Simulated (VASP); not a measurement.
# BiTe (R-3m) in VASP: a series of runs, part 2 of 2

VASP 6.6.1. Earlier steps stand in the parts before.

## (4) Single point, PBE (strain +0.025 along x and y, +0.025 along z)

File INCAR:

```
ALGO     = Normal         # electronic algorithm
EDIFF    = 1E-7           # SCF threshold, eV
ENCUT    = 520            # plane-wave cutoff, eV
GGA      = PE             # functional
ISIF     = 2              # what is computed and relaxed
ISMEAR   = 0              # smearing method
LASPH    = True           # aspherical terms in the spheres
LCHARG   = False          # write CHGCAR
LREAL    = False          # projectors in reciprocal space
LWAVE    = False          # write WAVECAR
NBANDS   = 18             # bands
NELM     = 100            # most SCF steps
PREC     = Accurate       # precision mode
SIGMA    = 0.15           # smearing width, eV
```

File KPOINTS:

```
k-points
0
Gamma
  12 12 12
```

File POSCAR:

```
BiTe
1.0
    2.4832754671      1.4337197594      3.4002242534
   -2.4832754671      1.4337197594      3.4002242534
    0.0000000000     -2.8674395188      3.4002242534
Bi Te
1 1
Direct
    0.5000000000      0.5000000000      0.5000000000
    0.0000000000      0.0000000000      0.0000000000
```

Potentials or basis: VASP PAW PBE potentials, release 64 (Bi_d, Te).

The run is started by

```sh
> cat potpaw_PBE.64/Bi_d/POTCAR potpaw_PBE.64/Te/POTCAR > POTCAR
> mpirun -np 1 vasp_std > vasp.out
```

OUTCAR:

```text
EDIFF = 1E-7
   ENCUT = 520
   GGA = PE
   ISIF = 2
   ISMEAR = 0
   LASPH = True
   LREAL = False
   NELM = 100
   PREC = Accurate

 ion  position               nearest neighbor table
   1  0.500  0.500  0.500-   2 3.33   2 3.33   2 3.33   2 3.33   2 3.33   2 3.33
   2  0.000  0.000  0.000-   1 3.33   1 3.33   1 3.33   1 3.33   1 3.33   1 3.33

  LATTYP: Found a trigonal (rhomboedric) cell.
 ALAT       =     4.4478910022
 COS(alpha) =     0.3765932224

  Lattice vectors:

[... 692 lines left out ...]
------------------------ aborting loop because EDIFF is reached ----------------------------------------

  FORCE on cell =-STRESS in cart. coord.  units (eV):
  Direction    XX          YY          ZZ          XY          YZ          ZX
  --------------------------------------------------------------------------------------
  -------------------------------------------------------------------------------------
  Total       -1.5401766     -1.5401766     -1.0994950      0.0000000      0.0000000      0.0000000
  in kB      -33.9729403    -33.9729403    -24.2524642      0.0000000      0.0000000      0.0000000
  external PRESSURE =     -30.7327816 kB  Pullay stress =       0.0000000 kB

 VOLUME and BASIS-vectors are now :
 -----------------------------------------------------------------------------
  energy-cutoff  :      520.00
  volume of cell :       72.64
      direct lattice vectors                 reciprocal lattice vectors
     2.483275467  1.433719759  3.400224253     0.201346974  0.116247729  0.098032750
    -2.483275467  1.433719759  3.400224253    -0.201346974  0.116247729  0.098032750
     0.000000000 -2.867439519  3.400224253     0.000000000 -0.232495459  0.098032750

 POSITION                                       TOTAL-FORCE (eV/Angst)
 -----------------------------------------------------------------------------------
      0.00000      0.00000      5.10034         0.000000      0.000000      0.000000
      0.00000      0.00000      0.00000        -0.000000     -0.000000     -0.000000
 -----------------------------------------------------------------------------------
    total drift:                               -0.000000     -0.000000      0.000000

  FREE ENERGIE OF THE ION-ELECTRON SYSTEM (eV)
  ---------------------------------------------------
  free  energy   TOTEN  =        -7.1357897196 eV

  energy  without entropy=       -7.1191551066  energy(sigma->0) =       -7.12747241
```

OSZICAR:

```text
N       E                     dE             d eps       ncg     rms          rms(c)
DAV:   1     0.156091690871E+03    0.15609E+03   -0.98736E+03  6820   0.110E+03
DAV:   2     0.488149375021E+01   -0.15121E+03   -0.14747E+03  7302   0.295E+02
DAV:   3    -0.684972769888E+01   -0.11731E+02   -0.11604E+02  8220   0.873E+01
DAV:   4    -0.718158003012E+01   -0.33185E+00   -0.33156E+00  8752   0.158E+01
DAV:   5    -0.719342363415E+01   -0.11844E-01   -0.11843E-01  9160   0.275E+00    0.513E+00
DAV:   6    -0.713122664606E+01    0.62197E-01   -0.21814E-01  9730   0.255E+00    0.317E+00
DAV:   7    -0.713506844992E+01   -0.38418E-02   -0.33277E-02  7696   0.867E-01    0.921E-01
DAV:   8    -0.713563458157E+01   -0.56613E-03   -0.36628E-03  7782   0.412E-01    0.162E-01
DAV:   9    -0.713578283312E+01   -0.14825E-03   -0.58805E-04  8372   0.141E-01    0.559E-02
DAV:  10    -0.713578610363E+01   -0.32705E-05   -0.32839E-05  8388   0.319E-02    0.437E-02
DAV:  11    -0.713579250207E+01   -0.63984E-05   -0.48805E-05  8344   0.564E-02    0.100E-02
DAV:  12    -0.713578983144E+01    0.26706E-05   -0.10954E-05  8692   0.266E-02    0.388E-03
DAV:  13    -0.713578972863E+01    0.10282E-06   -0.90494E-07  8132   0.757E-03    0.296E-03
DAV:  14    -0.713578971961E+01    0.90131E-08   -0.69472E-08  4484   0.231E-03
   1 F= -.71357897E+01 E0= -.71274724E+01  d E =-.166346E-01
```

It took 4.7 min on 1 thread of Intel Xeon 8259CL, shared host; peak memory 0.39 GiB.

What came out:

```yaml
Free_energy: -7.1358 eV
Pressure: -3.1 GPa
```

Levels at points of the mesh, in eV from the Fermi level:
```csv
k point,band 7,band 8,band 9,band 10,band 11,band 12,band 13,band 14
"(0.00, 0.00, 0.00)",-8.51,-2.69,-2.69,-1.49,1.71,2.32,2.32,4.22
"(0.50, 0.00, 0.00)",-11.11,-1.74,-1.71,-1.04,-0.90,-0.50,0.28,6.68
"(0.50, 0.50, 0.00)",-9.96,-5.12,-4.10,-3.02,2.66,2.78,3.27,4.10
"(0.50, 0.50, 0.50)",-10.78,-2.15,-2.15,-2.12,-1.43,-1.09,-1.09,7.75
```

Caveat: the cell differs from its parent crystal (strain +0.025 along x and y, +0.025 along z); spin-orbit coupling is left out, which moves the levels of the heavy elements.

## (5) Single point, PBE (strain +0.050 along x and y, +0.000 along z)

File INCAR:

```
SYSTEM = BiTe
PREC     = Accurate       ! precision mode
ENCUT    = 520            ! plane-wave cutoff, eV
EDIFF    = 1E-7           ! SCF threshold, eV
ISMEAR   = 0              ! smearing method
SIGMA    = 0.15           ! smearing width, eV
LREAL    = .False.        ! projectors in reciprocal space
LASPH    = .True.         ! aspherical terms in the spheres
NELM     = 60             ! most SCF steps
ALGO     = Normal         ! electronic algorithm
ISIF     = 2              ! what is computed and relaxed
LWAVE    = .False.        ! write WAVECAR
LCHARG   = .True.         ! write CHGCAR
GGA      = PE             ! functional
LELF     = .True.         ! ELF
LVHAR    = .True.       
NBANDS   = 18             ! bands
```

File KPOINTS:

```
regular mesh
0
Gamma
  12 12 12
  0 0 0
```

File POSCAR:

```
BiTe
1.0
    2.5438431614      1.4686885340      3.3172919545
   -2.5438431614      1.4686885340      3.3172919545
    0.0000000000     -2.9373770681      3.3172919545
Bi Te
1 1
Direct
    0.5000000000      0.5000000000      0.5000000000
    0.0000000000      0.0000000000      0.0000000000
```

Potentials or basis: VASP PAW PBE potentials, release 64 (Bi_d, Te).

The run is started by

```sh
> cat potpaw_PBE.64/Bi_d/POTCAR potpaw_PBE.64/Te/POTCAR > POTCAR
> mpirun -np 1 vasp_std > vasp.out
```

OUTCAR:

```text
SYSTEM = BiTe
   PREC = Accurate
   ENCUT = 520
   EDIFF = 1E-7
   ISMEAR = 0
   LREAL = .False.
   LASPH = .True.
   NELM = 60
   ISIF = 2
   GGA = PE

 ion  position               nearest neighbor table
   1  0.500  0.500  0.500-   2 3.37   2 3.37   2 3.37   2 3.37   2 3.37   2 3.37
   2  0.000  0.000  0.000-   1 3.37   1 3.37   1 3.37   1 3.37   1 3.37   1 3.37

  LATTYP: Found a trigonal (rhomboedric) cell.
 ALAT       =     4.4308701122
 COS(alpha) =     0.3407765910

  Lattice vectors:

 A1 = (   2.5438431614,   1.4686885340,   3.3172919545)
[... 692 lines left out ...]

  FORCE on cell =-STRESS in cart. coord.  units (eV):
  Direction    XX          YY          ZZ          XY          YZ          ZX
  --------------------------------------------------------------------------------------
  -------------------------------------------------------------------------------------
  Total       -2.2855864     -2.2855864     -1.2264726      0.0000000      0.0000000      0.0000000
  in kB      -49.2439920    -49.2439920    -26.4249062      0.0000000      0.0000000      0.0000000
  external PRESSURE =     -41.6376301 kB  Pullay stress =       0.0000000 kB

 VOLUME and BASIS-vectors are now :
 -----------------------------------------------------------------------------
  energy-cutoff  :      520.00
  volume of cell :       74.36
      direct lattice vectors                 reciprocal lattice vectors
     2.543843161  1.468688534  3.317291954     0.196552998  0.113479926  0.100483568
    -2.543843161  1.468688534  3.317291954    -0.196552998  0.113479926  0.100483568
     0.000000000 -2.937377068  3.317291954     0.000000000 -0.226959853  0.100483568

 POSITION                                       TOTAL-FORCE (eV/Angst)
 -----------------------------------------------------------------------------------
      0.00000     -0.00000      4.97594        -0.000000     -0.000000     -0.000000
      0.00000      0.00000      0.00000         0.000000      0.000000      0.000000
 -----------------------------------------------------------------------------------
    total drift:                               -0.000000     -0.000000      0.000000

  FREE ENERGIE OF THE ION-ELECTRON SYSTEM (eV)
  ---------------------------------------------------
  free  energy   TOTEN  =        -7.0730230547 eV

  energy  without entropy=       -7.0575457486  energy(sigma->0) =       -7.06528440
```

OSZICAR:

```text
N       E                     dE             d eps       ncg     rms          rms(c)
DAV:   1     0.155441579433E+03    0.15544E+03   -0.98715E+03  6806   0.109E+03
DAV:   2     0.490108960222E+01   -0.15054E+03   -0.14681E+03  7292   0.295E+02
DAV:   3    -0.681081507976E+01   -0.11712E+02   -0.11616E+02  8204   0.875E+01
DAV:   4    -0.713745711811E+01   -0.32664E+00   -0.32637E+00  8778   0.158E+01
DAV:   5    -0.714876825500E+01   -0.11311E-01   -0.11311E-01  9040   0.269E+00    0.474E+00
DAV:   6    -0.706858609281E+01    0.80182E-01   -0.28933E-01  9644   0.280E+00    0.293E+00
DAV:   7    -0.707213056573E+01   -0.35445E-02   -0.35095E-02  7612   0.879E-01    0.986E-01
DAV:   8    -0.707286248384E+01   -0.73192E-03   -0.35690E-03  7614   0.408E-01    0.187E-01
DAV:   9    -0.707301017339E+01   -0.14769E-03   -0.70984E-04  8810   0.145E-01    0.591E-02
DAV:  10    -0.707301524870E+01   -0.50753E-05   -0.41759E-05  7890   0.348E-02    0.517E-02
DAV:  11    -0.707302788603E+01   -0.12637E-04   -0.64879E-05  8500   0.679E-02    0.189E-02
DAV:  12    -0.707302311808E+01    0.47680E-05   -0.16979E-05  8762   0.321E-02    0.559E-03
DAV:  13    -0.707302298819E+01    0.12988E-06   -0.14638E-06  8006   0.101E-02    0.498E-03
DAV:  14    -0.707302305465E+01   -0.66456E-07   -0.12916E-07  5210   0.318E-03
   1 F= -.70730231E+01 E0= -.70652844E+01  d E =-.154773E-01
```

Run time: 5 min. Hardware: 1 thread of Intel Xeon 8259CL, shared host; peak memory 0.39 GiB.

Results:

- Free energy: -7.0730 eV
- Pressure: -4.2 GPa

Caveat: the cell differs from its parent crystal (strain +0.050 along x and y, +0.000 along z); spin-orbit coupling is left out, which moves the levels of the heavy elements.

## (6) Single point, PBE (strain +0.025 along x and y, +0.050 along z)

File INCAR:

```
PREC = Accurate ; ENCUT = 520
EDIFF = 1E-6 ; ISMEAR = 0
SIGMA = 0.15 ; LREAL = F
LASPH = T ; NELM = 100
ALGO = Normal ; ISIF = 2
LWAVE = F ; LCHARG = F
GGA = PE ; NBANDS = 18
```

File KPOINTS:

```
Automatic mesh
0
Gamma
  12 12 12
```

File POSCAR:

```
BiTe
1.0
    2.4832754671      1.4337197594      3.4831565522
   -2.4832754671      1.4337197594      3.4831565522
    0.0000000000     -2.8674395188      3.4831565522
Bi Te
1 1
Direct
    0.5000000000      0.5000000000      0.5000000000
    0.0000000000      0.0000000000      0.0000000000
```

Potentials or basis: VASP PAW PBE potentials, release 64 (Bi_d, Te).

The run is started by

```sh
> cat potpaw_PBE.64/Bi_d/POTCAR potpaw_PBE.64/Te/POTCAR > POTCAR
> mpirun -np 1 vasp_std > vasp.out
```

Run time: 4.2 min. Hardware: 1 thread of Intel Xeon 8259CL, shared host; peak memory 0.39 GiB.

The run converged. Its results:

- Free energy: -7.1056 eV
- Pressure: -3.7 GPa

Stress tensor (GPa, compression positive):
```
-3.94  0.00  0.00
 0.00 -3.94  0.00
 0.00  0.00 -3.12
```

Levels at points of the mesh, in eV from the Fermi level:
```tsv
k point	band 8	band 9	band 10	band 11	band 12	band 13
(0.00, 0.00, 0.00)	-2.60	-2.60	-1.56	1.68	2.20	2.20
(0.50, 0.00, 0.00)	-1.72	-1.70	-1.13	-0.87	-0.49	0.15
(0.50, 0.50, 0.00)	-4.99	-3.95	-3.05	2.69	2.77	3.19
(0.50, 0.50, 0.50)	-2.06	-2.06	-2.03	-1.32	-0.99	-0.99
```

Caveat: the cell differs from its parent crystal (strain +0.025 along x and y, +0.050 along z); spin-orbit coupling is left out, which moves the levels of the heavy elements.

## (7) Overview

| cell | gap on the mesh (eV) | pressure (GPa) |
| --- | --- | --- |
| a = 4.385 Å, angles 69.0°, 2 atoms | none | -2.4 |
| a = 4.369 Å, angles 71.2°, 2 atoms | none | -3.6 |
| a = 4.448 Å, angles 67.9°, 2 atoms | none | -3.1 |
| a = 4.431 Å, angles 70.1°, 2 atoms | none | -4.2 |
| a = 4.512 Å, angles 66.8°, 2 atoms | none | -3.7 |

Alike in all rows: task single point; level PBE; potentials or basis VASP PAW PBE potentials, release 64 (Bi_d, Te); no spin polarisation; k mesh 12 × 12 × 12; cutoff (eV) 520; smearing gaussian 0.15 eV.

Caveats: spin-orbit coupling is left out, which moves the levels of the heavy elements.

Absolute energies hang on the potentials; compare differences alone.
